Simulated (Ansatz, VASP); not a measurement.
**One calculation of Si4O, two programs**

```
Si O
1.0
     3.83334    0.00000    0.00000
     0.00000    3.83334    0.00000
     0.00000    0.00000   21.20348
Si O
4 1
Direct
  0.00000 0.50000 0.18865
  0.00000 0.00000 0.25257
  0.50000 0.00000 0.31919
  0.50000 0.50000 0.38218
  0.62500 0.50000 0.48593
```

Alike in both runs: task single point; functional PBE; dispersion D3(BJ); k mesh 7 × 7 × 1; occupations gaussian, width 0.05 eV; collinear spin.

```csv
,VASP,Ansatz
version,VASP 6.6.1,Ansatz 0.2.0
potentials or method,"VASP PAW PBE potentials, release 64 (Si, O), cutoff 520 eV","scalar-relativistic, plane waves, PAW"
valence electrons in the cell,22,22
```

```csv
,VASP,Ansatz,Ansatz less VASP
gap on the k mesh at the Fermi level (eV),none,none,-
rms of the force components (eV/Å),1.495,1.507,+0.0128
net moment per atom (μB),0.18,0.18,-0.003
size of the moment on the site where the two differ most (μB),0.77,0.87,+0.102
"work function, face that differs most (eV)",8.12,8.13,+0.013
```

Site moments also hang on the region over which each program counts them. Atom by atom the forces differ by 0.013 eV/Å (rms over components). A gap of «none» marks a metal or a gap that the smearing closes.
